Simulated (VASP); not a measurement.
Set up this calculation in VASP 6.6.1, as the native input.

* Task: electric field gradients
* Functional: LDA
* Potentials or basis: VASP PAW LDA potentials, release 64 (Ba_sv, Ti_sv, O)
* Cutoff: 520 eV
* k mesh: 8 × 8 × 8
* Occupations: fermi-dirac, width 0.05 eV
* Spin: no spin polarisation
* Dipole correction: no
* Further INCAR settings: ALGO = Normal; EDIFF = 1e-08; NBANDS = 28

The structure of BaTiO3 lies in POSCAR:

```
BaTiO3
1.0
    3.9531406582      0.0000000000      0.0000000000
    0.0000000000      3.9531406582      0.0000000000
    0.0000000000      0.0000000000      3.9531406582
Ba Ti O
1 1 3
Direct
    0.5000000000      0.5000000000      0.5000000000
    0.0000000000      0.0000000000      0.0000000000
    0.5000000000      0.0000000000      0.0000000000
    0.0000000000      0.5000000000      0.0000000000
    0.0000000000      0.0000000000      0.5000000000
```

This cell differs from its parent crystal: volume scaled by 0.96.

One way to write it, as run:

INCAR

```
PREC = Accurate ; ENCUT = 520
EDIFF = 1E-8 ; ISMEAR = -1
SIGMA = 0.05 ; LREAL = False
LASPH = True ; NELM = 60
ALGO = Normal ; ISIF = 2
LWAVE = False ; LCHARG = False
GGA = CA ; LEFG = True
NBANDS = 28
```

KPOINTS

```
regular mesh
0
Gamma
  8 8 8
```

Potentials or basis: VASP PAW LDA potentials, release 64 (Ba_sv, Ti_sv, O).

Run with:

```console
$ cat potpaw_LDA.64/Ba_sv/POTCAR potpaw_LDA.64/Ti_sv/POTCAR potpaw_LDA.64/O/POTCAR > POTCAR
$ mpirun -np 1 vasp_std > vasp.out
```

Results of the run:

The pressure is -0.3 GPa and the band gap on the k mesh is 1.73 eV, indirect (least direct gap 1.83 eV).

Caveat: without QUAD_EFG the Cq values of the log hold for a quadrupole moment of 1 mb, not for the nuclei; spin-orbit coupling is left out, which moves the levels of the heavy elements.

Wall time 45 s on 1 thread of Intel Xeon 6975P-C (shared host), peak memory 0.19 GiB.
